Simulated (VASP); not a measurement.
# ZnSe (Stilleite) (F-43m) in VASP: further runs

The runs below take ZnSe (Stilleite) through single point, relaxation of cell and atoms, with r2SCAN.

Everything below comes from runs of VASP 6.6.1. Logs are shortened: lines on timing, memory, paths and dates and some standing lists are left out, and cuts for length are marked.

**Measured values to compare with.**

“Alloy Disordering Effects on the Thermal Conductivity and Energy Gap Temperature Dependence of Cd1−xZnxSe Ternary Crystals Grown by the Bridgman Method”, 2023, pmc:10253836 reports, for a bulk crystal of ZnSe at 300 K: band gap 2.695 ± 0.003 eV (an exciton energy, a little under the gap).

The runs below are set against these values where they give the same quantity.

## (1) The cell of the first run

The structure is cubic, space group F-43m (No. 216). The conventional cell has a = 5.666 Å, b = 5.666 Å, c = 5.666 Å, α = 90.00°, β = 90.00°, γ = 90.00°. Within 3.2 Å of Zn (site symmetry -43m) lie 4 Se at 2.45 Å. Se (site symmetry -43m) has 4 Zn at 2.45 Å within 3.2 Å.

## (2) Single point, r2SCAN

The input, POSCAR:

```
ZnSe
1.0
    0.0000000000      2.8329452552      2.8329452552
    2.8329452552      0.0000000000      2.8329452552
    2.8329452552      2.8329452552      0.0000000000
Zn Se
1 1
Direct
    0.0000000000      0.0000000000      0.0000000000
    0.2500000000      0.2500000000      0.2500000000
```

The input, INCAR.step1:

```
SYSTEM = ZnSe
PREC = Accurate ; ENCUT = 520
ISMEAR = 0 ; SIGMA = 0.02
LREAL = .FALSE. ; LASPH = .TRUE.
NELM = 80 ; NBANDS = 16
GGA = PE ; ALGO = Normal
EDIFF = 1E-4 ; LWAVE = .TRUE.
LCHARG = .FALSE.
```

The input, INCAR.step2:

```
SYSTEM = ZnSe
PREC = Accurate ; ENCUT = 520
EDIFF = 1E-6 ; ISMEAR = 0
SIGMA = 0.02 ; LREAL = .FALSE.
LASPH = .TRUE. ; NELM = 80
ALGO = Normal ; ISIF = 2
LWAVE = .FALSE. ; LCHARG = .TRUE.
METAGGA = R2SCAN ; LMIXTAU = .TRUE.
LELF = .TRUE. ; LVHAR = .TRUE.
NBANDS = 16 ; ISTART = 1
```

The input, KPOINTS:

```
Automatic mesh
0
G
  8 8 8
  0 0 0
```

Potentials or basis: VASP PAW PBE potentials, release 64 (Zn, Se).

Launch:

```sh
$ cat potpaw_PBE.64/Zn/POTCAR potpaw_PBE.64/Se/POTCAR > POTCAR
$ cp INCAR.step1 INCAR
$ mpirun -np 1 vasp_std > vasp.out
$ cp INCAR.step2 INCAR
$ mpirun -np 1 vasp_std > vasp.out
```

OUTCAR:

```text
SYSTEM = ZnSe
   PREC = Accurate
   ENCUT = 520
   EDIFF = 1E-6
   ISMEAR = 0
   LREAL = .FALSE.
   LASPH = .TRUE.
   NELM = 80
   ISIF = 2
   METAGGA = R2SCAN
   ISTART = 1

 ion  position               nearest neighbor table
   1  0.000  0.000  0.000-   2 2.45   2 2.45   2 2.45   2 2.45
   2  0.250  0.250  0.250-   1 2.45   1 2.45   1 2.45   1 2.45

  LATTYP: Found a face centered cubic cell.
 ALAT       =     5.6658905104

  Lattice vectors:

 A1 = (   0.0000000000,   2.8329452552,   2.8329452552)
 A2 = (   2.8329452552,   0.0000000000,   2.8329452552)
 A3 = (   2.8329452552,   2.8329452552,   0.0000000000)

Analysis of symmetry for initial positions (statically):
=====================================================================
 Subroutine PRICEL returns:
 Original cell was already a primitive cell.

 Routine SETGRP: Setting up the symmetry group for a
 face centered cubic supercell.

 Subroutine GETGRP returns: Found 24 space group operations
 (whereof 24 operations were pure point group operations)
 out of a pool of 48 trial point group operations.

The static configuration has the point symmetry T_d .

Analysis of symmetry for dynamics (positions and initial velocities):
=====================================================================
 Subroutine PRICEL returns:
 Original cell was already a primitive cell.

 Routine SETGRP: Setting up the symmetry group for a
 face centered cubic supercell.

 Subroutine GETGRP returns: Found 24 space group operations
 (whereof 24 operations were pure point group operations)
 out of a pool of 48 trial point group operations.

The dynamic configuration has the point symmetry T_d .

 Subroutine INISYM returns: Found 24 space group operations
 (whereof 24 operations are pure point group operations),
 and found     1 'primitive' translations

----------------------------------------------------------------------------------------

                                     Primitive cell

  volume of cell :      45.4721

  direct lattice vectors                    reciprocal lattice vectors
     0.000000000  2.832945255  2.832945255    -0.176494763  0.176494763  0.176494763
     2.832945255  0.000000000  2.832945255     0.176494763 -0.176494763  0.176494763
     2.832945255  2.832945255  0.000000000     0.176494763  0.176494763 -0.176494763

  length of vectors
     4.006389601  4.006389601  4.006389601     0.305697896  0.305697896  0.305697896

  position of ions in fractional coordinates (direct lattice)
     0.000000000  0.000000000  0.000000000
     0.250000000  0.250000000  0.250000000

  ion indices of the primitive-cell ions
   primitive index   ion index
                 1           1
[... 71 lines left out ...]
   ENCUT  =  520.0 eV  38.22 Ry    6.18 a.u.   7.45  7.45  7.45*2*pi/ulx,y,z
   NELM   =     80;   NELMIN=  2; NELMDL=  0     # of ELM steps
   EDIFF  = 0.1E-05   stopping-criterion for ELM
   LREAL  =      F    real-space projection
   EDIFFG = 0.1E-04   stopping-criterion for IOM
   NSW    =      0    number of steps for IOM
   IBRION =     -1    ionic relax: 0-MD 1-quasi-New 2-CG
   NFREE  =      0    steps in history (QN), initial steepest desc. (CG)
   ISIF   =      2    stress and relaxation
   ISYM   =      2    0-nonsym 1-usesym 2-fastsym
   POTIM  = 0.5000    time-step for ionic-motion
   TEBEG  =    0.0;   TEEND  =   0.0 temperature during run
   PSTRESS=    0.0 pullay stress
   NELECT =      18.0000    total number of electrons
   NUPDOWN=      -1.0000    fix difference up-down
   EMIN   =  10.00;   EMAX   =-10.00  energy-range for DOS
   EFERMI =   0.00;   METHOD = LEGACY
   ISMEAR =     0;   SIGMA  =   0.02  broadening in eV -4-tet -1-fermi 0-gaus
   EFERMI_NEDOS =   21; number of points for ismear=-14 and -15
   IALGO  =     38    algorithm
   IMIX   =      4    mixing-type and parameters
     AMIX     =   0.40;   BMIX     =  1.00
     AMIX_MAG =   1.60;   BMIX_MAG =  1.00
  volume/ion in A,a.u.               =      22.74       153.43
  Fermi-wavevector in a.u.,A,eV,Ry     =   1.202036  2.271519 19.658930  1.444891
  Thomas-Fermi vector in A             =   2.337828
   LORBIT       =      0    0 simple, 1 ext, 2 COOP (PROOUT), +10 PAW based schemes
   METAGGA = R2SCAN    functional components
   LHFCALC =     F    Hartree Fock is set to
   AEXX    =    0.0000 exact exchange contribution
   IVDW    =     0    specifies the selected vdW correction
   LEPSILON=     F    determine dielectric tensor
   LRPA    =     F    only Hartree local field effects (RPA)
 non-spin polarized calculation
 Gauss-broadening in eV      SIGMA  =   0.02
  energy-cutoff  :      520.00
  volume of cell :       45.47
 maximum number of plane-waves:      1243
 NGX is ok and might be reduce to    30
   NGX = 15   NGY = 15   NGZ = 15

 number of electron      18.0000011 magnetization

 Free energy of the ion-electron system (eV)
  ---------------------------------------------------
  ext. energy  EPLUGINS =         0.00000000
  ---------------------------------------------------
  free energy    TOTEN  =       -24.90923445 eV

  energy without entropy =      -24.90923445  energy(sigma->0) =      -24.90923445

 E-fermi :   1.4301     XC(G=0):  -9.9243

 val. band max:        1.3060090440   @ k =   0.0000   0.0000   0.0000
 cond. band min:       3.1769177622   @ k =   0.0000   0.0000   0.0000
 fundamental gap:      1.8709087182
 Fermi energy:         1.4300815924

 k-point     1 :       0.0000    0.0000    0.0000
  band No.  band energies     occupation
      1     -12.4135      2.00000
      2      -5.3910      2.00000
      3      -5.3910      2.00000
      4      -5.3910      2.00000
      5      -4.9830      2.00000
      6      -4.9830      2.00000
[... 433 lines left out ...]
      3      -5.2392      2.00000
      4      -5.0177      2.00000
      5      -4.9769      2.00000
      6      -4.7760      2.00000
[... 8 lines left out ...]
     15      14.7481      0.00000
     16      15.6312      0.00000

 [... further k-points ...]
[... 5 lines left out ...]
  --------------------------------------------------------------------------------------
  -------------------------------------------------------------------------------------
  Total        0.0242323      0.0242323      0.0242323     -0.0000000     -0.0000000      0.0000000
  in kB        0.8538098      0.8538098      0.8538098     -0.0000000     -0.0000000      0.0000000
  external PRESSURE =       0.8538098 kB  Pullay stress =       0.0000000 kB

 VOLUME and BASIS-vectors are now :
 -----------------------------------------------------------------------------
  energy-cutoff  :      520.00
  volume of cell :       45.47
      direct lattice vectors                 reciprocal lattice vectors
     0.000000000  2.832945255  2.832945255    -0.176494763  0.176494763  0.176494763
     2.832945255  0.000000000  2.832945255     0.176494763 -0.176494763  0.176494763
     2.832945255  2.832945255  0.000000000     0.176494763  0.176494763 -0.176494763

 POSITION                                       TOTAL-FORCE (eV/Angst)
 -----------------------------------------------------------------------------------
      0.00000      0.00000      0.00000         0.000000      0.000000     -0.000000
      1.41647      1.41647      1.41647        -0.000000     -0.000000      0.000000
 -----------------------------------------------------------------------------------
    total drift:                                0.000022      0.000022      0.000022

  FREE ENERGIE OF THE ION-ELECTRON SYSTEM (eV)
  ---------------------------------------------------
  free  energy   TOTEN  =       -24.9092344520 eV

  energy  without entropy=      -24.9092344520  energy(sigma->0) =      -24.90923445
```

OSZICAR.step1:

```text
N       E                     dE             d eps       ncg     rms          rms(c)
DAV:   1     0.854939301351E+02    0.85494E+02   -0.87704E+03   928   0.127E+03
DAV:   2    -0.922421346312E+00   -0.86416E+02   -0.81431E+02  1024   0.248E+02
DAV:   3    -0.626558798402E+01   -0.53432E+01   -0.53225E+01  1152   0.604E+01
DAV:   4    -0.630750726319E+01   -0.41919E-01   -0.41915E-01  1104   0.561E+00
DAV:   5    -0.630770426440E+01   -0.19700E-03   -0.19700E-03  1184   0.355E-01    0.476E+00
DAV:   6    -0.603846707253E+01    0.26924E+00   -0.53277E-01  1376   0.238E+01    0.363E+00
DAV:   7    -0.601938701509E+01    0.19080E-01   -0.15353E-01  1056   0.350E+00    0.155E+00
DAV:   8    -0.601917510949E+01    0.21191E-03   -0.43835E-03  1256   0.674E-01    0.450E-01
DAV:   9    -0.601940564708E+01   -0.23054E-03   -0.10928E-03  1096   0.251E-01    0.663E-02
DAV:  10    -0.601951249641E+01   -0.10685E-03   -0.18999E-04  1136   0.102E-01    0.216E-02
DAV:  11    -0.601950578099E+01    0.67154E-05   -0.32236E-05   616   0.508E-02
   1 F= -.60195058E+01 E0= -.60195058E+01  d E =-.162464E-18
```

It took 82 s on 1 thread of Intel Xeon Platinum 8488C (Sapphire Rapids), shared host; peak memory 0.18 GiB.

What came out:

| Item | Value |
| --- | --- |
| Free energy | -24.9092 eV |
| Pressure | 0.1 GPa |
| Band gap on the k mesh | 1.87 eV, direct |

Caveat: the PAW data sets were made with another functional, which shifts forces and pressure a little.

## (3) Relaxation of cell and atoms, r2SCAN

The input, POSCAR:

```
ZnSe
1.0
    0.0000000000      2.8338000000      2.8338000000
    2.8338000000      0.0000000000      2.8338000000
    2.8338000000      2.8338000000      0.0000000000
Zn Se
1 1
Direct
    0.0000000000      0.0000000000      0.0000000000
    0.2500000000      0.2500000000      0.2500000000
```

The input, INCAR.step1:

```
ALGO = Normal ; EDIFF = 1E-4
ENCUT = 600 ; GGA = PE
ISMEAR = 0 ; LASPH = True
LCHARG = False ; LREAL = False
LWAVE = True ; NELM = 80
PREC = Accurate ; SIGMA = 0.02
```

The input, INCAR.step2:

```
ALGO = Normal ; EDIFF = 1E-7
EDIFFG = -0.005 ; ENCUT = 600
IBRION = 2 ; ISIF = 3
ISMEAR = 0 ; ISTART = 1
LASPH = True ; LCHARG = False
LMIXTAU = True ; LREAL = False
LWAVE = False ; METAGGA = R2SCAN
NELM = 80 ; NSW = 100
PREC = Accurate ; SIGMA = 0.02
```

The input, KPOINTS:

```
k-points
0
Gamma
  8 8 8
```

Potentials or basis: VASP PAW PBE potentials, release 64 (Zn, Se).

Launch:

```sh
$ cat potpaw_PBE.64/Zn/POTCAR potpaw_PBE.64/Se/POTCAR > POTCAR
$ cp INCAR.step1 INCAR
$ mpirun -np 1 vasp_std > vasp.out
$ cp INCAR.step2 INCAR
$ mpirun -np 1 vasp_std > vasp.out
```

OUTCAR:

```text
EDIFF = 1E-7
   EDIFFG = -0.005
   ENCUT = 600
   IBRION = 2
   ISIF = 3
   ISMEAR = 0
   ISTART = 1
   LASPH = True
   LREAL = False
   METAGGA = R2SCAN
   NELM = 80
   NSW = 100
   PREC = Accurate

 ion  position               nearest neighbor table
   1  0.000  0.000  0.000-   2 2.45   2 2.45   2 2.45   2 2.45
   2  0.250  0.250  0.250-   1 2.45   1 2.45   1 2.45   1 2.45

  LATTYP: Found a face centered cubic cell.
 ALAT       =     5.6676000000

  Lattice vectors:

 A1 = (   0.0000000000,   2.8338000000,   2.8338000000)
 A2 = (   2.8338000000,   0.0000000000,   2.8338000000)
 A3 = (   2.8338000000,   2.8338000000,   0.0000000000)

Analysis of symmetry for initial positions (statically):
=====================================================================
 Subroutine PRICEL returns:
 Original cell was already a primitive cell.

 Routine SETGRP: Setting up the symmetry group for a
 face centered cubic supercell.

 Subroutine GETGRP returns: Found 24 space group operations
 (whereof 24 operations were pure point group operations)
 out of a pool of 48 trial point group operations.

[... 178 lines left out ...]
      7       1.2980      2.00000
      8       1.2980      2.00000
      9       1.2980      2.00000
     10       3.1654      0.00000
     11       7.6137      0.00000
     12       7.6139      0.00000
     13       7.6139      0.00000
[... 354 lines left out ...]
  band No.  band energies     occupation
      1     -11.4641      2.00000
      2      -5.2818      2.00000
      3      -5.2455      2.00000
      4      -5.0240      2.00000
      5      -4.9832      2.00000
      6      -4.7834      2.00000
      7      -3.6492      2.00000
      8      -1.1305      2.00000
      9      -0.1895      2.00000
     10       6.0284      0.00000
     11       7.2618      0.00000
     12       9.2582      0.00000
     13      10.5340      0.00000

 [... further k-points ...]

------------------------ aborting loop because EDIFF is reached ----------------------------------------

  FORCE on cell =-STRESS in cart. coord.  units (eV):
  Direction    XX          YY          ZZ          XY          YZ          ZX
  --------------------------------------------------------------------------------------
  -------------------------------------------------------------------------------------
  Total       -0.0053999     -0.0053999     -0.0053999      0.0000000      0.0000000     -0.0000000
  in kB       -0.1900880     -0.1900880     -0.1900880      0.0000000      0.0000000     -0.0000000
  external PRESSURE =      -0.1900880 kB  Pullay stress =       0.0000000 kB

 VOLUME and BASIS-vectors are now :
 -----------------------------------------------------------------------------
  energy-cutoff  :      600.00
  volume of cell :       45.51
      direct lattice vectors                 reciprocal lattice vectors
     0.000000000  2.833800000  2.833800000    -0.176441527  0.176441527  0.176441527
     2.833800000  0.000000000  2.833800000     0.176441527 -0.176441527  0.176441527
     2.833800000  2.833800000  0.000000000     0.176441527  0.176441527 -0.176441527

 POSITION                                       TOTAL-FORCE (eV/Angst)
 -----------------------------------------------------------------------------------
      0.00000      0.00000      0.00000         0.000000      0.000000      0.000000
      1.41690      1.41690      1.41690        -0.000000     -0.000000     -0.000000
 -----------------------------------------------------------------------------------
    total drift:                                0.000026      0.000026      0.000026

  FREE ENERGIE OF THE ION-ELECTRON SYSTEM (eV)
  ---------------------------------------------------
  free  energy   TOTEN  =       -24.9107179339 eV

  energy  without entropy=      -24.9107179339  energy(sigma->0) =      -24.91071793

 reached required accuracy - stopping structural energy minimisation
```

OUTCAR.step1:

```text
EDIFF = 1E-4
   ENCUT = 600
   GGA = PE
   ISMEAR = 0
   LASPH = True
[... 604 lines left out ...]
 -----------------------------------------------------------------------------------
      0.00000      0.00000      0.00000         0.000000      0.000000      0.000000
      1.41690      1.41690      1.41690        -0.000000     -0.000000     -0.000000
 -----------------------------------------------------------------------------------
    total drift:                                0.000000      0.000000      0.000000

  FREE ENERGIE OF THE ION-ELECTRON SYSTEM (eV)
  ---------------------------------------------------
  free  energy   TOTEN  =        -6.0198704493 eV

  energy  without entropy=       -6.0198704493  energy(sigma->0) =       -6.01987045
```

OSZICAR.step1:

```text
N       E                     dE             d eps       ncg     rms          rms(c)
DAV:   1     0.923117592255E+02    0.92312E+02   -0.98786E+03   754   0.176E+03
DAV:   2     0.802786602687E-01   -0.92231E+02   -0.88094E+02   799   0.293E+02
DAV:   3    -0.624031294321E+01   -0.63206E+01   -0.62900E+01   939   0.740E+01
DAV:   4    -0.630790188945E+01   -0.67589E-01   -0.67566E-01   804   0.812E+00
DAV:   5    -0.630827469062E+01   -0.37280E-03   -0.37280E-03   924   0.584E-01    0.475E+00
DAV:   6    -0.603704293410E+01    0.27123E+00   -0.69464E-01  1079   0.294E+01    0.364E+00
DAV:   7    -0.601952416816E+01    0.17519E-01   -0.19423E-01   824   0.446E+00    0.153E+00
DAV:   8    -0.601953512124E+01   -0.10953E-04   -0.43327E-03   925   0.676E-01    0.469E-01
DAV:   9    -0.601978375603E+01   -0.24863E-03   -0.11109E-03   824   0.303E-01    0.689E-02
DAV:  10    -0.601987044931E+01   -0.86693E-04   -0.14244E-04   785   0.122E-01
   1 F= -.60198704E+01 E0= -.60198704E+01  d E =-.919956E-14
```

It took 63 s on 1 thread of Intel Xeon Platinum 8488C (Sapphire Rapids), shared host; peak memory 0.2 GiB.

Results:

| Quantity | Value |
| --- | --- |
| Free energy | -24.9107 eV |
| Pressure after relaxing | 0.0 GPa |
| Band gap on the k mesh | 1.87 eV, direct |

Final structure:
```xyz
2
Lattice="0.0000 2.8338 2.8338 2.8338 0.0000 2.8338 2.8338 2.8338 0.0000" Properties=species:S:1:pos:R:3 pbc="T T T"
Zn    0.0000    0.0000    0.0000
Se    1.4169    1.4169    1.4169
```

Caveat: the relaxation stopped at its first step, so nothing moved; the PAW data sets were made with another functional, which shifts forces and pressure a little. r2SCAN opens gaps a little over a GGA but as a rule still falls short of measured ones.

## (4) Comparison with measurements

Step 2. Against the measured gap of ZnSe, 2.695 eV (an exciton energy, a little under the gap; 300 K; “Alloy Disordering Effects on the Thermal Conductivity and Energy Gap Temperature Dependence of Cd1−xZnxSe Ternary Crystals Grown by the Bridgman Method”, 2023, pmc:10253836), the calculated 1.87 eV is off by -0.82 eV. Spin-orbit coupling on Se is left out. The value is that of r2SCAN, without temperature or zero-point motion.
